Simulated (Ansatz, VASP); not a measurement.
One calculation of PbI2, two programs

```
CELL_PARAMETERS angstrom
4.55500 0.00000 0.00000
-2.27750 3.94475 0.00000
0.00000 0.00000 6.97700
ATOMIC_POSITIONS crystal
Pb 0.00000 0.00000 0.00000
I 0.33333 0.66667 0.26500
I 0.66667 0.33333 0.73500
```

Alike in both runs: task single point; functional r2SCAN; k mesh 6 × 6 × 4; occupations gaussian, width 0.1 eV; no spin polarisation.

|  | VASP | Ansatz |
| --- | --- | --- |
| version | VASP 6.6.1 | Ansatz 0.2.0 |
| potentials or method | VASP PAW PBE potentials, release 64 (Pb_d, I), cutoff 550 eV | scalar-relativistic, plane waves, PAW |
| valence electrons in the cell | 28 | 48 |

```csv
,VASP,Ansatz,Ansatz less VASP
gap on the k mesh at the Fermi level (eV),2.61,2.61,+0.001
least direct gap on the mesh (eV),2.61,2.61,+0.001
pressure (GPa),1.3,1.3,+0.01
"traceless stress, the component that is largest in VASP (GPa)",0.09,0.09,0.000
rms of the force components (eV/Å),0.060,0.058,-0.0018
```

VASP's potentials were made for PBE, not for r2SCAN. Atom by atom the forces differ by 0.002 eV/Å (rms over components). VASP's potentials hold 28 valence electrons a cell and Ansatz's 48, so a difference there can come from the potentials and not from the codes.

Neither program's run includes spin-orbit coupling.
